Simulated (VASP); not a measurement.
# HfSi2O6 in VASP: notebook, part 2 of 2

VASP 6.6.1. Earlier steps stand in the parts before.

### 3 Single point, PBE

This run uses another cell than the first one, of the same volume but with other edges.

INCAR

```
SYSTEM = HfSi2O6
PREC = Accurate
ENCUT = 520
EDIFF = 1E-6
ISMEAR = 0
SIGMA = 0.1
LREAL = .False.
LASPH = .True.
NELM = 80
ALGO = Normal
ISIF = 2
LWAVE = .False.
LCHARG = .False.
GGA = PE
NBANDS = 37
```

KPOINTS

```
regular mesh
0
Gamma
  4 4 4
  0 0 0
```

POSCAR

```
HfSi2O6
1.0
    4.9592244306     -2.5049684416     -0.0151264270
    4.9592244306      2.5049684416     -0.0151264270
   -0.1933497929      0.0000000000      5.8845318928
Hf Si O
1 2 6
Direct
    0.4587903260      0.5412096740      0.5000000000
    0.0150784618      0.4800611629      0.8449856987
    0.5199388371      0.9849215382      0.1550143013
    0.5706617841      0.2068917077      0.2987632625
    0.8473726715      0.6947368568      0.0685637232
    0.7931082923      0.4293382159      0.7012367375
    0.3731142746      0.8716581344      0.3159876069
    0.3052631432      0.1526273285      0.9314362768
    0.1283418656      0.6268857254      0.6840123931
```

Potentials or basis: VASP PAW PBE potentials, release 64 (Hf_pv, Si, O).

Run with:

```bash
$ cat potpaw_PBE.64/Hf_pv/POTCAR potpaw_PBE.64/Si/POTCAR potpaw_PBE.64/O/POTCAR > POTCAR
$ mpirun -np 1 vasp_std > vasp.out
```

OUTCAR:

```text
SYSTEM = HfSi2O6
   PREC = Accurate
   ENCUT = 520
   EDIFF = 1E-6
   ISMEAR = 0
   LREAL = .False.
   LASPH = .True.
   NELM = 80
   ISIF = 2
   GGA = PE

 ion  position               nearest neighbor table
   1  0.459  0.541  0.500-   4 1.94   6 1.94   7 1.96   9 1.96   2 3.42   3 3.42   2 3.49   3 3.49

   2  0.015  0.480  0.845-   6 1.63   9 1.63   5 1.64   8 1.64   3 3.10   3 3.10   1 3.42   1 3.49

   3  0.520  0.985  0.155-   4 1.63   7 1.63   8 1.64   5 1.64   2 3.10   2 3.10   1 3.42   1 3.49

   4  0.571  0.207  0.299-   3 1.63   1 1.94
   5  0.847  0.695  0.069-   2 1.64   3 1.64
   6  0.793  0.429  0.701-   2 1.63   1 1.94
[... 1178 lines left out ...]
  in kB       -3.4693193     -3.2371018     -3.5386270      0.0000000      0.0000000      0.8316270
  external PRESSURE =      -3.4150160 kB  Pullay stress =       0.0000000 kB

 VOLUME and BASIS-vectors are now :
 -----------------------------------------------------------------------------
  energy-cutoff  :      520.00
  volume of cell :      146.19
      direct lattice vectors                 reciprocal lattice vectors
     4.959224431 -2.504968442 -0.015126427     0.100832322 -0.199603313  0.003313077
     4.959224431  2.504968442 -0.015126427     0.100832322  0.199603313  0.003313077
    -0.193349793  0.000000000  5.884531893     0.000518387  0.000000000  0.169954084

 POSITION                                       TOTAL-FORCE (eV/Angst)
 -----------------------------------------------------------------------------------
      4.86255      0.20646      2.92714        -0.000000     -0.001920      0.000000
      2.29213      1.16477      4.96486        -0.038231     -0.050776      0.001416
      7.43297      1.16477      0.88942         0.038231     -0.050776     -0.001416
      3.79830     -0.91123      1.74632         0.107657      0.124391      0.109539
      7.63441     -0.38235      0.38014        -0.033123      0.008430     -0.000175
      5.92680     -0.91123      4.10796        -0.107657      0.124391     -0.109539
      6.11201      1.24884      1.84061        -0.137939     -0.081084      0.108819
      2.09069     -0.38235      5.47414         0.033123      0.008430      0.000175
      3.61309      1.24884      4.01367         0.137939     -0.081084     -0.108819
 -----------------------------------------------------------------------------------
    total drift:                                0.000000     -0.000144     -0.000000

  FREE ENERGIE OF THE ION-ELECTRON SYSTEM (eV)
  ---------------------------------------------------
  free  energy   TOTEN  =       -77.2918053017 eV

  energy  without entropy=      -77.2918053017  energy(sigma->0) =      -77.29180530
```

OSZICAR:

```text
N       E                     dE             d eps       ncg     rms          rms(c)
DAV:   1     0.350759768639E+03    0.35076E+03   -0.28537E+04  1776   0.134E+03
DAV:   2    -0.640195843540E+02   -0.41478E+03   -0.40340E+03  2261   0.328E+02
DAV:   3    -0.896087646700E+02   -0.25589E+02   -0.25488E+02  2046   0.840E+01
DAV:   4    -0.899561946175E+02   -0.34743E+00   -0.34677E+00  2344   0.107E+01
DAV:   5    -0.899618848623E+02   -0.56902E-02   -0.56884E-02  2191   0.131E+00    0.609E+01
DAV:   6    -0.773026884789E+02    0.12659E+02   -0.53854E+01  2098   0.375E+01    0.449E+01
DAV:   7    -0.772763194599E+02    0.26369E-01   -0.18405E+00  2158   0.812E+00    0.268E+01
DAV:   8    -0.773050116185E+02   -0.28692E-01   -0.29989E-01  2204   0.378E+00    0.458E+00
DAV:   9    -0.772883769496E+02    0.16635E-01   -0.53899E-02  2203   0.189E+00    0.215E+00
DAV:  10    -0.772916755833E+02   -0.32986E-02   -0.15536E-02  2211   0.731E-01    0.342E-01
DAV:  11    -0.772911912144E+02    0.48437E-03   -0.39965E-03  2208   0.505E-01    0.548E-01
DAV:  12    -0.772917013828E+02   -0.51017E-03   -0.85609E-04  1996   0.213E-01    0.103E-01
DAV:  13    -0.772917970068E+02   -0.95624E-04   -0.19453E-04  2110   0.782E-02    0.334E-02
DAV:  14    -0.772918033969E+02   -0.63901E-05   -0.19420E-05  2318   0.344E-02    0.345E-02
DAV:  15    -0.772918047026E+02   -0.13057E-05   -0.69422E-06  2176   0.159E-02    0.155E-02
DAV:  16    -0.772918053017E+02   -0.59913E-06   -0.21979E-06  1681   0.102E-02
   1 F= -.77291805E+02 E0= -.77291805E+02  d E =-.605982E-15
```

stdout:

```text
POSCAR found type information on POSCAR HfSiO
 POSCAR found :  3 types and       9 ions
 scaLAPACK will be used
 LDA part: xc-table for (Slater+PW92), standard interpolation
 POSCAR, INCAR and KPOINTS ok, starting setup
 FFT: planning ... GRIDC
 FFT: planning ... GRID_SOFT
 FFT: planning ... GRID
 WAVECAR not read
 entering main loop
```

Run time: 2 min. Hardware: 1 thread of Intel Xeon Platinum 8488C (Sapphire Rapids), shared host; peak memory 0.34 GiB.

What came out:

```yaml
Free_energy: -77.2918 eV
Pressure: -0.3 GPa
Largest_force: 0.198 eV/Å
Band_gap_on_the_k_mesh: 5.02 eV (least direct gap 5.28 eV)
```

Forces in eV/Å, atoms in the order of the input:
```
Hf   0.000 -0.002  0.000
Si  -0.038 -0.051  0.001
Si   0.038 -0.051 -0.001
O    0.108  0.124  0.110
O   -0.033  0.008  0.000
O   -0.108  0.124 -0.110
O   -0.138 -0.081  0.109
O    0.033  0.008  0.000
O    0.138 -0.081 -0.109
```

Stress tensor (GPa, compression positive):
```
-0.35  0.00  0.08
 0.00 -0.32  0.00
 0.08  0.00 -0.35
```

Levels at points of the mesh, in eV from the valence-band top:
```tsv
k point	band 23	band 24	band 25	band 26	band 27	band 28	band 29	band 30	band 31	band 32
(0.00, 0.00, 0.00)	-0.98	-0.80	-0.56	-0.28	-0.26	5.02	6.34	6.42	6.98	7.42
(0.50, 0.00, 0.00)	-1.09	-1.01	-0.78	-0.37	-0.08	6.17	6.60	7.04	7.13	7.55
(0.50, 0.50, 0.00)	-1.10	-0.94	-0.66	-0.45	-0.08	6.10	6.53	6.81	7.10	7.33
(0.00, 0.00, 0.50)	-1.21	-0.79	-0.59	-0.05	0.00	6.12	6.35	6.86	6.92	7.17
(0.50, 0.00, 0.50)	-1.12	-0.87	-0.56	-0.48	-0.18	6.29	6.60	6.99	7.35	7.71
(0.50, 0.50, 0.50)	-1.22	-0.82	-0.77	-0.45	-0.38	6.08	6.65	6.76	6.93	7.37
```

Caveat: spin-orbit coupling is left out, which moves the levels of the heavy elements. A k mesh can miss the band edges.

### 4 Single point, PBE

This run uses another cell than the first one, of the same volume but with other edges.

INCAR

```
PREC = Accurate
ENCUT = 520
EDIFF = 1E-7
ISMEAR = 0
SIGMA = 0.1
LREAL = False
LASPH = True
NELM = 80
ALGO = Normal
ISIF = 2
LWAVE = False
LCHARG = False
GGA = PE
NBANDS = 37
```

KPOINTS

```
regular mesh
0
Gamma
  4 4 4
```

POSCAR

```
HfSi2O6
1.0
    4.9540206095     -2.5088838572      0.0000000000
    4.9540206095      2.5088838572      0.0000000000
   -0.1751983964      0.0000000000      5.8844491980
Hf Si O
1 2 6
Direct
    0.4596657662      0.5403342338      0.5000000000
    0.0141662508      0.4819648089      0.8450773435
    0.5180351911      0.9858337492      0.1549226565
    0.5722181994      0.2064462630      0.2997853740
    0.8474979322      0.6960327694      0.0681790952
    0.7935537370      0.4277818006      0.7002146260
    0.3738656785      0.8713003294      0.3153652571
    0.3039672306      0.1525020678      0.9318209048
    0.1286996706      0.6261343215      0.6846347429
```

Run with:

```bash
$ cat potpaw_PBE.64/Hf_pv/POTCAR potpaw_PBE.64/Si/POTCAR potpaw_PBE.64/O/POTCAR > POTCAR
$ mpirun -np 1 vasp_std > vasp.out
```

Run time: 2.5 min. Hardware: 1 thread of Intel Xeon Platinum 8488C (Sapphire Rapids), shared host; peak memory 0.33 GiB.

Results (log left out):

```yaml
Free_energy: -77.2792 eV
Pressure: -0.3 GPa
Largest_force: 0.627 eV/Å
Band_gap_on_the_k_mesh: 5.02 eV (least direct gap 5.28 eV)
```

Forces on the atoms (eV/Å):
```
Hf   0.000 -0.037  0.000
Si  -0.590 -0.199  0.073
Si   0.590 -0.199 -0.073
O   -0.161  0.083 -0.088
O   -0.097  0.183  0.047
O    0.161  0.083  0.088
O   -0.420 -0.048  0.330
O    0.097  0.183 -0.047
O    0.420 -0.048 -0.330
```

Stress tensor (GPa, compression positive):
```
-0.10  0.00 -1.28
 0.00 -0.83  0.00
-1.28  0.00 -0.10
```

Levels at points of the mesh, in eV from the valence-band top:
```
           k point  band 25  band 26  band 27  band 28  band 29  band 30
(0.00, 0.00, 0.00)    -0.54    -0.28    -0.26     5.02     6.35     6.43
(0.50, 0.00, 0.00)    -0.78    -0.37    -0.08     6.19     6.60     7.05
(0.50, 0.50, 0.00)    -0.66    -0.44    -0.08     6.12     6.53     6.81
(0.00, 0.00, 0.50)    -0.58    -0.05     0.00     6.14     6.37     6.86
(0.50, 0.00, 0.50)    -0.56    -0.48    -0.18     6.30     6.60     7.00
(0.50, 0.50, 0.50)    -0.77    -0.43    -0.39     6.09     6.66     6.77
```

Caveat: spin-orbit coupling is left out, which moves the levels of the heavy elements. A k mesh can miss the band edges.

### 5 Overview

```csv
cell,k mesh,gap on the mesh (eV),pressure (GPa),largest force (eV/Å)
"a = 5.018, b = 5.556, c = 5.887 Å, angles 88.6, 89.8, 116.9°, 9 atoms, atomic positions A",4 × 4 × 2,5.03,-0.4,0.20
"a = 5.556, b = 5.556, c = 5.888 Å, angles 91.8, 91.8, 53.6°, 9 atoms, atomic positions B",4 × 4 × 4,5.02,-0.3,0.20
"a = 5.553, b = 5.553, c = 5.887 Å, angles 91.5, 91.5, 53.7°, 9 atoms, atomic positions C",4 × 4 × 4,5.02,-0.3,0.63
```

Alike in all rows: task single point; level PBE; potentials or basis VASP PAW PBE potentials, release 64 (Hf_pv, Si, O); no spin polarisation; cutoff (eV) 520; smearing gaussian 0.1 eV.

Caveats: some runs use coarse meshes; spin-orbit coupling is left out, which moves the levels of the heavy elements.

Absolute energies hang on the potentials; compare differences alone.
